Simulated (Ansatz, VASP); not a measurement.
One calculation of MnO, two programs

INCAR

```
PREC     = Accurate       # precision mode
ENCUT    = 520            # plane-wave cutoff, eV
EDIFF    = 1E-6           # SCF threshold, eV
ISMEAR   = 0              # smearing method
SIGMA    = 0.15           # smearing width, eV
LREAL    = False          # projectors in reciprocal space
LASPH    = True           # aspherical terms in the spheres
NELM     = 150            # most SCF steps
ALGO     = Normal         # electronic algorithm
ISIF     = 2              # what is computed and relaxed
LWAVE    = False          # write WAVECAR
LCHARG   = True           # write CHGCAR
ISPIN    = 2              # spin polarisation
MAGMOM   = 4.41 0.25      # initial moments
LORBIT   = 11             # projections on sites
LMAXMIX  = 4              # l up to which the mixer works
GGA      = PS             # functional
LELF     = True           # ELF
LVHAR    = True         
NBANDS   = 20             # bands
```

File KPOINTS:

```
Automatic mesh
0
Gamma
  18 18 18
```

Contents of POSCAR:

```
MnO
1.0
    0.0000000000      2.0553500000      2.2220000000
    2.2220000000      0.0000000000      2.2220000000
    2.2220000000      2.0553500000      0.0000000000
Mn O
1 1
Direct
    0.0000000000      0.0000000000      0.0000000000
    0.5000000000      0.5000000000      0.5000000000
```

Input for Ansatz:

```yaml
crystal:
  lattice:
    - [0.0, 2.05535, 2.222]
    - [2.222, 0.0, 2.222]
    - [2.222, 2.05535, 0.0]
  atoms:
    - { symbol: Mn, position: [0.0, 0.0, 0.0], spin: 4.41 }
    - { symbol: O, position: [0.5, 0.5, 0.5], spin: 0.25 }
basis:
  ecutwfc: 420
kpoints:
  mp_grid: { grid: [18, 18, 18] }
hamiltonian:
  xc: pbesol
scf:
  occupations: { method: gaussian, width: 0.15 }
output:
  forces: true
  stress: true
  eigenvalues: true
  populations: true
magnetization:
  spin_polarized: true
```

Change from the starting cell: strain -0.0750 x Voigt [0, 1, 0, 0, 0, 0], atoms carried along.

Alike in both runs: task single point; functional PBEsol; k mesh 18 × 18 × 18; occupations gaussian, width 0.15 eV; collinear spin.

|  | VASP | Ansatz |
| --- | --- | --- |
| version | VASP 6.6.1 | Ansatz 0.2.0 |
| potentials or method | VASP PAW PBE potentials, release 64 (Mn_pv, O), cutoff 520 eV | scalar-relativistic, plane waves, PAW |
| valence electrons in the cell | 19 | 21 |

VASP gave:

```
gap on the k mesh at the Fermi level (eV)                     : none
pressure (GPa)                                                : 2.6
traceless stress, the component that is largest in VASP (GPa) : 3.69
net moment per atom (μB)                                      : 2.24
size of the moment on the site where the two differ most (μB) : 4.09
```

Question: What did Ansatz give for the same quantities?

Answer: gap on the k mesh at the Fermi level (eV): none; pressure (GPa): 2.1; traceless stress, the component that is largest in VASP (GPa): 3.28; net moment per atom (μB): 2.24; size of the moment on the site where the two differ most (μB): 3.68.

VASP's potentials were made for PBE, not for PBEsol. Site moments also hang on the region over which each program counts them. A gap of «none» marks a metal or a gap that the smearing closes. VASP's potentials hold 19 valence electrons a cell and Ansatz's 21, so a difference there can come from the potentials and not from the codes.
